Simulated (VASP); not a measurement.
# LiH (Fm-3m) in VASP: a series of runs

Runs on LiH. Level: PBEsol. Tasks: single point, relaxation of cell and atoms.

Program: VASP 6.6.1. These are calculated values, not measurements. Logs are shortened: lines on timing, memory, paths and dates and some standing lists are left out, and cuts for length are marked.

## 1. The cell of the first run

It takes space group Fm-3m (No. 225, cubic). The conventional cell has a = 3.981 Å, b = 3.981 Å, c = 3.981 Å, α = 90.00°, β = 90.00°, γ = 90.00°. Li (site symmetry m-3m) has 6 H at 1.99 Å within 2.6 Å. Within 2.6 Å of H (site symmetry m-3m) lie 6 Li at 1.99 Å.

## 2. Single point, PBEsol

The input, INCAR:

```
ALGO = Normal
EDIFF = 1E-6
ENCUT = 520
GGA = PS
ISIF = 2
ISMEAR = -1
LASPH = T
LCHARG = F
LREAL = F
LWAVE = F
NBANDS = 9
NELM = 80
PREC = Accurate
SIGMA = 0.05
```

The input, KPOINTS:

```
k-points
0
Gamma
  14 14 14
```

The input, POSCAR:

```
LiH
1.0
    1.9903724907      1.9903724907      0.0000000000
   -1.9903724907      1.9903724907      0.0000000000
    0.0000000000      1.9903724907      1.9903724907
Li H
1 1
Direct
    0.0000000000      0.0000000000      0.0000000000
    0.5000000000      0.5000000000      0.0000000000
```

Potentials or basis: VASP PAW PBE potentials, release 64 (Li_sv, H).

Started as:

```
$ cat potpaw_PBE.64/Li_sv/POTCAR potpaw_PBE.64/H/POTCAR > POTCAR
$ mpirun -np 1 vasp_std > vasp.out
```

OUTCAR:

```text
EDIFF = 1E-6
   ENCUT = 520
   GGA = PS
   ISIF = 2
   ISMEAR = -1
   LASPH = T
   LREAL = F
   NELM = 80
   PREC = Accurate

 ion  position               nearest neighbor table
   1  0.000  0.000  0.000-
   2  0.500  0.500  0.000-

  LATTYP: Found a face centered cubic cell.
 ALAT       =     3.9807449814

  Lattice vectors:

 A1 = (   0.0000000000,   1.9903724907,   1.9903724907)
 A2 = (   1.9903724907,   0.0000000000,   1.9903724907)
 A3 = (   1.9903724907,   1.9903724907,   0.0000000000)

Analysis of symmetry for initial positions (statically):
=====================================================================
 Subroutine PRICEL returns:
 Original cell was already a primitive cell.

 Routine SETGRP: Setting up the symmetry group for a
 face centered cubic supercell.

 Subroutine GETGRP returns: Found 48 space group operations
 (whereof 48 operations were pure point group operations)
 out of a pool of 48 trial point group operations.

The static configuration has the point symmetry O_h .

Analysis of symmetry for dynamics (positions and initial velocities):
=====================================================================
 Subroutine PRICEL returns:
 Original cell was already a primitive cell.

 Routine SETGRP: Setting up the symmetry group for a
 face centered cubic supercell.

 Subroutine GETGRP returns: Found 48 space group operations
 (whereof 48 operations were pure point group operations)
 out of a pool of 48 trial point group operations.

The dynamic configuration has the point symmetry O_h .

 Subroutine INISYM returns: Found 48 space group operations
 (whereof 48 operations are pure point group operations),
 and found     1 'primitive' translations

----------------------------------------------------------------------------------------

                                     Primitive cell

  volume of cell :      15.7701

  direct lattice vectors                    reciprocal lattice vectors
     1.990372491  1.990372491  0.000000000     0.251209260  0.251209260 -0.251209260
    -1.990372491  1.990372491  0.000000000    -0.251209260  0.251209260 -0.251209260
     0.000000000  1.990372491  1.990372491     0.000000000  0.000000000  0.502418519

  length of vectors
     2.814811771  2.814811771  2.814811771     0.435107201  0.435107201  0.502418519

  position of ions in fractional coordinates (direct lattice)
     0.000000000  0.000000000  0.000000000
     0.500000000  0.500000000  0.000000000

  ion indices of the primitive-cell ions
   primitive index   ion index
                 1           1
                 2           2

----------------------------------------------------------------------------------------

 KPOINTS: k-points

Automatic generation of k-mesh.
 Grid dimensions read from file:
 generate k-points for:   14   14   14

 Generating k-lattice:

  Cartesian coordinates                     Fractional coordinates (reciprocal lattice)
     0.017943519  0.017943519 -0.017943519     0.071428571  0.000000000  0.000000000
    -0.017943519  0.017943519 -0.017943519     0.000000000  0.071428571  0.000000000
     0.000000000  0.000000000  0.035887037     0.000000000  0.000000000  0.071428571

  Length of vectors
     0.031079086  0.031079086  0.035887037

  Shift w.r.t. Gamma in fractional coordinates (k-lattice)
     0.000000000  0.000000000  0.000000000

 Subroutine IBZKPT returns following result:
 ===========================================

 Found    104 irreducible k-points:

 Following reciprocal coordinates:
            Coordinates               Weight
  0.000000  0.000000  0.000000      1.000000
  0.071429  0.000000  0.000000      8.000000
  0.142857  0.000000  0.000000      8.000000
  0.214286  0.000000  0.000000      8.000000
  0.285714  0.000000  0.000000      8.000000
  0.357143  0.000000  0.000000      8.000000
[... 16 lines left out ...]
  0.214286  0.142857  0.000000     24.000000
  0.285714  0.142857  0.000000     24.000000
 [... further k-points ...]
   k-points           NKPTS =    104   k-points in BZ     NKDIM =    104   number of bands    NBANDS=      9
   number of dos      NEDOS =    301   number of ions     NIONS =      2
   total plane-waves  NPLWV =  13824
   dimension x,y,z NGX =    24 NGY =   24 NGZ =   24
   dimension x,y,z NGXF=    48 NGYF=   48 NGZF=   48
   ions per type =               1   1
   NGX,Y,Z   is equivalent  to a cutoff of  14.17, 14.17, 14.17 a.u.
   NGXF,Y,Z  is equivalent  to a cutoff of  28.35, 28.35, 28.35 a.u.
 SYSTEM =  unknown system
   PREC   = accura    normal or accurate (medium, high low for compatibility)
   ISTART =      0    job   : 0-new  1-cont  2-samecut
   ICHARG =      2    charge: 1-file 2-atom 10-const
   ISPIN  =      1    spin polarized calculation?
   LNONCOLLINEAR =      F non collinear calculations
   LSORBIT =      F    spin-orbit coupling
   LASPH  =      T    aspherical Exc in radial PAW
   ENCUT  =  520.0 eV  38.22 Ry    6.18 a.u.   5.23  5.23  5.23*2*pi/ulx,y,z
   NELM   =     80;   NELMIN=  2; NELMDL= -5     # of ELM steps
   EDIFF  = 0.1E-05   stopping-criterion for ELM
   LREAL  =      F    real-space projection
   EDIFFG = 0.1E-04   stopping-criterion for IOM
   NSW    =      0    number of steps for IOM
   IBRION =     -1    ionic relax: 0-MD 1-quasi-New 2-CG
   NFREE  =      0    steps in history (QN), initial steepest desc. (CG)
   ISIF   =      2    stress and relaxation
   ISYM   =      2    0-nonsym 1-usesym 2-fastsym
   POTIM  = 0.5000    time-step for ionic-motion
   TEBEG  =    0.0;   TEEND  =   0.0 temperature during run
   PSTRESS=    0.0 pullay stress
   NELECT =       4.0000    total number of electrons
   NUPDOWN=      -1.0000    fix difference up-down
   EMIN   =  10.00;   EMAX   =-10.00  energy-range for DOS
   EFERMI =   0.00;   METHOD = LEGACY
   ISMEAR =    -1;   SIGMA  =   0.05  broadening in eV -4-tet -1-fermi 0-gaus
   EFERMI_NEDOS =   21; number of points for ismear=-14 and -15
   IALGO  =     38    algorithm
   IMIX   =      4    mixing-type and parameters
     AMIX     =   0.40;   BMIX     =  1.00
     AMIX_MAG =   1.60;   BMIX_MAG =  1.00
  volume/ion in A,a.u.               =       7.89        53.21
  Fermi-wavevector in a.u.,A,eV,Ry     =   1.036296  1.958315 14.611423  1.073909
  Thomas-Fermi vector in A             =   2.170680
   LORBIT       =      0    0 simple, 1 ext, 2 COOP (PROOUT), +10 PAW based schemes
   GGA     = PS    functional components
   LHFCALC =     F    Hartree Fock is set to
   AEXX    =    0.0000 exact exchange contribution
   IVDW    =     0    specifies the selected vdW correction
   LEPSILON=     F    determine dielectric tensor
   LRPA    =     F    only Hartree local field effects (RPA)
 non-spin polarized calculation
  energy-cutoff  :      520.00
  volume of cell :       15.77
 maximum number of plane-waves:       444
 NGX is ok and might be reduce to    24
   NGX = 11   NGY = 11   NGZ = 11

 number of electron       3.9999997 magnetization

 Free energy of the ion-electron system (eV)
  ---------------------------------------------------
  ext. energy  EPLUGINS =         0.00000000
  ---------------------------------------------------
  free energy    TOTEN  =        -6.12043364 eV

  energy without entropy =       -6.12043364  energy(sigma->0) =       -6.12043364

 E-fermi :   1.4145     XC(G=0):  -8.6786

 val. band max:        0.2561677849   @ k =   0.5000   0.5000   0.0000
 cond. band min:       2.9852730880   @ k =   0.5000   0.5000   0.0000
 fundamental gap:      2.7291053031
 Fermi energy:         1.4145331343

 k-point     1 :       0.0000    0.0000    0.0000
  band No.  band energies     occupation
      1     -43.4294      2.00000
      2      -5.3669      2.00000
      3      16.6306      0.00000
      4      18.1935      0.00000
      5      18.1935      0.00000
      6      18.1935      0.00000
      7      22.8488      0.00000
      8      22.8488      0.00000
      9      22.8488      0.00000

 k-point     2 :       0.0714    0.0000    0.0000
  band No.  band energies     occupation
      1     -43.4269      2.00000
      2      -5.2755      2.00000
      3      15.7793      0.00000
      4      17.6205      0.00000
      5      17.9649      0.00000
      6      17.9649      0.00000
      7      22.2720      0.00000
      8      23.3212      0.00000
      9      23.3213      0.00000

 k-point     3 :       0.1429    0.0000    0.0000
  band No.  band energies     occupation
      1     -43.4194      2.00000
      2      -5.0041      2.00000
      3      13.6003      0.00000
      4      16.7096      0.00000
      5      17.4950      0.00000
      6      17.4950      0.00000
      7      22.5277      0.00000
      8      24.2418      0.00000
      9      24.2418      0.00000

 k-point     4 :       0.2143    0.0000    0.0000
  band No.  band energies     occupation
      1     -43.4087      2.00000
      2      -4.5641      2.00000
      3      11.1134      0.00000
      4      15.8355      0.00000
      5      17.0596      0.00000
      6      17.0596      0.00000
      7      23.2508      0.00000
      8      23.2509      0.00000
      9      23.3506      0.00000
[... 205 lines left out ...]
 k-point    22 :       0.1429    0.1429    0.0000
  band No.  band energies     occupation
      1     -43.4053      2.00000
      2      -4.4032      2.00000
      3      11.9773      0.00000
      4      12.3256      0.00000
      5      16.8531      0.00000
      6      18.7147      0.00000
      7      22.0734      0.00000
      8      22.8064      0.00000
      9      24.3964      0.00000

 k-point    23 :       0.2143    0.1429    0.0000
  band No.  band energies     occupation
      1     -43.3944      2.00000
      2      -3.8540      2.00000
      3       9.7278      0.00000
      4      11.5907      0.00000
      5      16.4467      0.00000
      6      17.9733      0.00000
      7      21.5375      0.00000
      8      23.7531      0.00000
      9      25.7338      0.00000

 k-point    24 :       0.2857    0.1429    0.0000
  band No.  band energies     occupation
      1     -43.3840      2.00000
      2      -3.1941      2.00000
      3       7.6212      0.00000
      4      11.2211      0.00000
      5      16.1198      0.00000
      6      16.8690      0.00000
      7      21.4217      0.00000
      8      24.9551      0.00000
      9      25.5944      0.00000

 [... further k-points ...]
[... 5 lines left out ...]
  --------------------------------------------------------------------------------------
  -------------------------------------------------------------------------------------
  Total       -0.0198734     -0.0198734     -0.0198734      0.0000000      0.0000000      0.0000000
  in kB       -2.0190585     -2.0190585     -2.0190585      0.0000000      0.0000000      0.0000000
  external PRESSURE =      -2.0190585 kB  Pullay stress =       0.0000000 kB

 VOLUME and BASIS-vectors are now :
 -----------------------------------------------------------------------------
  energy-cutoff  :      520.00
  volume of cell :       15.77
      direct lattice vectors                 reciprocal lattice vectors
     1.990372491  1.990372491  0.000000000     0.251209260  0.251209260 -0.251209260
    -1.990372491  1.990372491  0.000000000    -0.251209260  0.251209260 -0.251209260
     0.000000000  1.990372491  1.990372491     0.000000000  0.000000000  0.502418519

 POSITION                                       TOTAL-FORCE (eV/Angst)
 -----------------------------------------------------------------------------------
      0.00000      0.00000      0.00000        -0.000000      0.000000      0.000000
      0.00000      1.99037      0.00000         0.000000     -0.000000      0.000000
 -----------------------------------------------------------------------------------
    total drift:                                0.000000     -0.000000     -0.000000

  FREE ENERGIE OF THE ION-ELECTRON SYSTEM (eV)
  ---------------------------------------------------
  free  energy   TOTEN  =        -6.1204336376 eV

  energy  without entropy=       -6.1204336376  energy(sigma->0) =       -6.12043364
```

Wall time 11 s (1 thread of Intel Xeon Platinum 8259CL at 2.50GHz (Skylake/Cascade Lake), shared host); peak memory 0.14 GiB.

Results:

```yaml
Free_energy: -6.1204 eV
Band_gap_on_the_k_mesh: 2.73 eV, direct
```

Caveat: the cutoff is under 1.25 times the usual one of these potentials, so pressure, stress and relaxed cells hold a basis-set (Pulay) error; the PAW data sets were made with another functional, which shifts forces and pressure a little.

## 3. Relaxation of cell and atoms, PBEsol

This run uses another cell than the first one, of 8.45 Å³/atom, 1.072 times its volume.

The input, INCAR:

```
SYSTEM = LiH
PREC = Accurate
ENCUT = 600
EDIFF = 1E-6
ISMEAR = -1
SIGMA = 0.05
LREAL = .FALSE.
LASPH = .TRUE.
NELM = 100
ALGO = Normal
ISIF = 3
LWAVE = .FALSE.
LCHARG = .FALSE.
GGA = PS
IBRION = 2
NSW = 100
EDIFFG = -0.002
```

The input, KPOINTS:

```
Automatic mesh
0
G
  14 14 14
  0 0 0
```

The input, POSCAR:

```
LiH
1.0
    2.0367500000      2.0367500000      0.0000000000
   -2.0367500000      2.0367500000      0.0000000000
    0.0000000000      2.0367500000      2.0367500000
Li H
1 1
Direct
    0.0000000000      0.0000000000      0.0000000000
    0.5000000000      0.5000000000      0.0000000000
```

Potentials or basis: VASP PAW PBE potentials, release 64 (Li_sv, H).

Started as:

```
$ cat potpaw_PBE.64/Li_sv/POTCAR potpaw_PBE.64/H/POTCAR > POTCAR
$ mpirun -np 1 vasp_std > vasp.out
```

Run time: 23 s. Hardware: 1 thread of Intel Xeon Platinum 8259CL at 2.50GHz (Skylake/Cascade Lake), shared host; peak memory 0.13 GiB.

The run converged. Its results:

```
Free energy                            : -6.1231 eV
Relaxed volume                         : 7.84 Å³/atom
Relaxed cell                           : a = 2.809 Å, b = 2.809 Å, c = 2.809 Å, α = 60.00°, β = 60.00°, γ = 90.00°
Space group after relaxing (to 0.05 Å) : Fm-3m (No. 225)
Energy gained by relaxing              : 4.9 meV/atom
Ionic steps                            : 4
Pressure after relaxing                : 0.0 GPa
Band gap on the k mesh                 : 2.72 eV, direct
```

The path:
| step | energy change (eV) | largest force (eV/Å) | pressure (GPa) | volume (Å³) |
| --- | --- | --- | --- | --- |
| 1 | 0.0000 | 0.0000 | -2.44 | 16.90 |
| 2 | -0.0042 | 0.0000 | -1.89 | 16.59 |
| 3 | -0.0096 | 0.0000 | -0.33 | 15.83 |
| 4 | -0.0097 | 0.0000 | 0.02 | 15.68 |

Final structure:
```cif
data_structure
_symmetry_space_group_name_H-M 'P 1'
_symmetry_Int_Tables_number 1
_cell_length_a 2.8094
_cell_length_b 2.8094
_cell_length_c 2.8094
_cell_angle_alpha 60.000
_cell_angle_beta 60.000
_cell_angle_gamma 90.000
_cell_volume 15.68
loop_
_atom_site_label
_atom_site_type_symbol
_atom_site_fract_x
_atom_site_fract_y
_atom_site_fract_z
_atom_site_occupancy
Li1 Li 0.00000 0.00000 0.00000 1
H1 H 0.50000 0.50000 0.00000 1
```

Levels at points of the mesh, in eV from the valence-band top:
```
           k point  band 1  band 2  band 3  band 4  band 5  band 6
(0.00, 0.00, 0.00)  -43.67   -5.64   16.44   18.00   18.00   18.00
(0.50, 0.00, 0.00)  -43.62   -2.78    4.76   13.80   16.53   16.53
(0.50, 0.50, 0.00)  -43.60    0.00    2.72   10.75   10.75   13.85
```

Caveat: the cutoff is under 1.25 times the usual one of these potentials, so pressure, stress and relaxed cells hold a basis-set (Pulay) error; the PAW data sets were made with another functional, which shifts forces and pressure a little. As with any semilocal functional, this PBEsol gap is likely too small.
